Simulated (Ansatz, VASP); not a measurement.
## Two plane-wave programs on Sb

The input INCAR:

```
  ALGO = Normal
  EDIFF = 1E-7
  EDIFFG = -0.01
  ENCUT = 600
  GGA = RP
  IBRION = 2
  ISIF = 3
  ISMEAR = -1
  LASPH = True
  LCHARG = False
  LREAL = False
  LWAVE = False
  NELM = 60
  NSW = 60
  PREC = Accurate
  SIGMA = 0.05
```

The input KPOINTS:

```
k-points
0
Gamma
  12 12 12
```

Contents of POSCAR:

```
Sb
1.0
   -1.5765401831      1.5765401831      2.7119384313
    1.5765401831     -1.5765401831      2.7119384313
    1.5765401831      1.5765401831     -2.7119384313
Sb
1
Direct
    0.0000000000      0.0000000000      0.0000000000
```

File input.yaml:

```yaml
crystal:
  lattice:
    - [-1.5765401831, 1.5765401831, 2.7119384313]
    - [1.5765401831, -1.5765401831, 2.7119384313]
    - [1.5765401831, 1.5765401831, -2.7119384313]
  atoms:
    - { symbol: Sb, position: [0.0, 0.0, 0.0] }
hamiltonian:
  xc: rpbe
  pseudopotentials: { kind: paw }
kpoints:
  mp_grid: { grid: [12, 12, 12] }
scf:
  occupations: { method: fermi_dirac, width: 0.05 }
output:
  forces: true
  stress: true
  eigenvalues: true
  write_density: true
  write_potential: true
  elf: true
  volumetric_format: npy
relax:
  f_tol: 0.01
  max_steps: 40
  cell: { stress_tol: 0.05 }
```

Alike in both runs: task relaxation of cell and atoms; functional RPBE; k mesh 12 × 12 × 12; occupations fermi-dirac, width 0.05 eV; no spin polarisation.

```csv
,VASP,Ansatz
version,VASP 6.6.1,Ansatz 0.2.0
potentials or method,"VASP PAW PBE potentials, release 64 (Sb)",Ansatz PAW
plane-wave cutoff (eV),600,420
valence electrons in the cell,5,15
```

```csv
,VASP,Ansatz,Ansatz less VASP
"gap on the k mesh at the Fermi level, each at its own relaxed structure (eV)",none,none,-
relaxed volume (Å³/atom),28.14,28.23,+0.095
relaxed cell length with the largest relative difference (Å),3.522,3.527,+0.0052
```

VASP's potentials were made for PBE, not for RPBE. A gap of «none» marks a metal or a gap that the smearing closes. VASP's potentials hold 5 valence electrons a cell and Ansatz's 15, so a difference there can come from the potentials and not from the codes.

Neither program's run includes spin-orbit coupling. Noted on Ansatz's run: the plane-wave basis is chosen anew once the cell has moved, so the energies of steps on either side of that aren't comparable.
